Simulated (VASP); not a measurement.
Set up this calculation in VASP 6.6.1, as the native input.

| Item | Value |
| --- | --- |
| Task | single point |
| Functional | PBE |
| Potentials or basis | VASP PAW PBE potentials, release 64 (Mn_pv, S) |
| Cutoff | 520 eV |
| k mesh | 4 × 4 × 3 |
| Occupations | gaussian, width 0.05 eV |
| Spin | collinear spin, antiferromagnetic start |
| Starting moments | [5.0, -5.0, 0.0, 0.0] μB |
| Hubbard terms | Mn d U = 3.9 eV |
| Dipole correction | no |
| Further INCAR settings | ALGO = Normal; EDIFF = 1e-07; NBANDS = 31 |

The structure of MnS lies in POSCAR:

```
MnS
1.0
    0.0000000000      2.8731258386     -2.8731258386
    0.0000000000      2.8731258386      2.8731258386
    5.7462516772      0.0000000000      0.0000000000
Mn S
2 2
Direct
    0.0000000000      0.0000000000      0.0000000000
    0.5000000000      0.5000000000      0.5000000000
    0.0000000000      0.5000000000      0.2500000000
    0.5000000000      1.0000000000      0.7500000000
```

The input as run:

INCAR

```
SYSTEM = MnS
PREC = Accurate ; ENCUT = 520
EDIFF = 1E-7 ; ISMEAR = 0
SIGMA = 0.05 ; LREAL = .False.
LASPH = .True. ; NELM = 150
ALGO = Normal ; ISIF = 2
LWAVE = .False. ; LCHARG = .False.
ISPIN = 2 ; MAGMOM = 5 -5 0 0
LORBIT = 11 ; LMAXMIX = 4
LDAU = .True. ; LDAUTYPE = 2
LDAUL = 2 -1 ; LDAUU = 3.9 0
LDAUJ = 0 0 ; LDAUPRINT = 1
GGA = PE ; NBANDS = 31
```

KPOINTS

```
Automatic mesh
0
Gamma
  4 4 3
  0 0 0
```

Potentials or basis: VASP PAW PBE potentials, release 64 (Mn_pv, S).

Command:

```bash
$ cat potpaw_PBE.64/Mn_pv/POTCAR potpaw_PBE.64/S/POTCAR > POTCAR
$ mpirun -np 1 vasp_std > vasp.out
```

Results of the run:

The pressure is -1.3 GPa. The band gap on the k mesh is 2.57 eV and the net moment is 0.00 μB per cell. The site moments are Mn +4.53, -4.53; S +0.00 μB. The valence electrons inside the program's atomic spheres are Mn 11.30; S 3.76.

Caveat: an odd mesh through Γ misses points on the zone boundary, where band edges can lie.

It took 64 s on 1 thread of AMD EPYC 7R13 Processor (Zen 3) (shared host), peak memory 0.22 GiB.
